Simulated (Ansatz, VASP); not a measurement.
# Te3WCl2: VASP beside Ansatz

File INCAR:

```
SYSTEM = Te3WCl2
PREC = Accurate
ENCUT = 520
EDIFF = 1E-7
ISMEAR = 0
SIGMA = 0.1
LREAL = .False.
LASPH = .True.
NELM = 150
ALGO = Normal
ISIF = 2
LWAVE = .False.
LCHARG = .False.
ISPIN = 2
MAGMOM = 0.01 -0.28 -0.02 2.56 0 0
LORBIT = 11
LMAXMIX = 4
GGA = PE
NBANDS = 36
```

KPOINTS

```
Automatic mesh
0
Gamma
  6 6 2
  0 0 0
```

POSCAR

```
Te3WCl2
1.0
    4.8777380700      0.0000000000      0.0000000000
   -2.4388690300      4.2242450800      0.0000000000
    0.0000000000      0.0000000000      9.5813918100
Te W Cl
3 1 2
Direct
    0.6666666700      0.3333333300      0.5000000000
    0.0000000000      0.0000000000      0.0000000000
    0.0000000000      0.0000000000      0.5000000000
    0.6666666700      0.3333333300      0.0000000000
    0.3333333300      0.6666666700      0.2478150000
    0.3333333300      0.6666666700      0.7521850000
```

Input for Ansatz:

```yaml
crystal:
  lattice:
    - [4.87773807, 0.0, 0.0]
    - [-2.43886903, 4.22424508, 0.0]
    - [0.0, 0.0, 9.58139181]
  atoms:
    - { symbol: Te, position: [0.66666667, 0.33333333, 0.5] }
    - { symbol: Te, position: [0.0, 0.0, 0.0] }
    - { symbol: Te, position: [0.0, 0.0, 0.5] }
    - { symbol: W, position: [0.66666667, 0.33333333, 0.0] }
    - { symbol: Cl, position: [0.33333333, 0.66666667, 0.247815] }
    - { symbol: Cl, position: [0.33333333, 0.66666667, 0.752185] }
basis:
  ecutwfc: 420
kpoints:
  mp_grid: { grid: [6, 6, 2] }
hamiltonian:
  xc: pbe
scf:
  occupations: { method: gaussian, width: 0.1 }
  lower_state_search: "off"
output:
  forces: true
  stress: true
  eigenvalues: true
  populations: true
magnetization:
  spin_polarized: true
```

Change from the starting cell: species swapped into the Gd2CoNi3 type (P-6m2, No. 187).

Alike in both runs: task single point; functional PBE; k mesh 6 × 6 × 2; occupations gaussian, width 0.1 eV; collinear spin.

```csv
,VASP,Ansatz
version,VASP 6.6.1,Ansatz 0.2.0
potentials or method,"VASP PAW PBE potentials, release 64 (Te, W_sv, Cl), cutoff 520 eV","scalar-relativistic, plane waves, PAW"
valence electrons in the cell,46,76
```

VASP gave:

```
gap on the k mesh at the Fermi level (eV)                     : none
pressure (GPa)                                                : -2.1
traceless stress, the component that is largest in VASP (GPa) : -0.13
rms of the force components (eV/Å)                            : 0.142
net moment per atom (μB)                                      : 0.46
size of the moment on the site where the two differ most (μB) : 2.48
```

Task: Estimate Ansatz's values.

Result: gap on the k mesh at the Fermi level (eV): none; pressure (GPa): -2.1; traceless stress, the component that is largest in VASP (GPa): -0.14; rms of the force components (eV/Å): 0.142; net moment per atom (μB): 0.46; size of the moment on the site where the two differ most (μB): 2.33.

Site moments also hang on the region over which each program counts them. Atom by atom the forces differ by 0.000 eV/Å (rms over components). A gap of «none» marks a metal or a gap that the smearing closes. VASP's potentials hold 46 valence electrons a cell and Ansatz's 76, so a difference there can come from the potentials and not from the codes. Ansatz's warnings: no starting moments.

Neither program's run includes spin-orbit coupling.
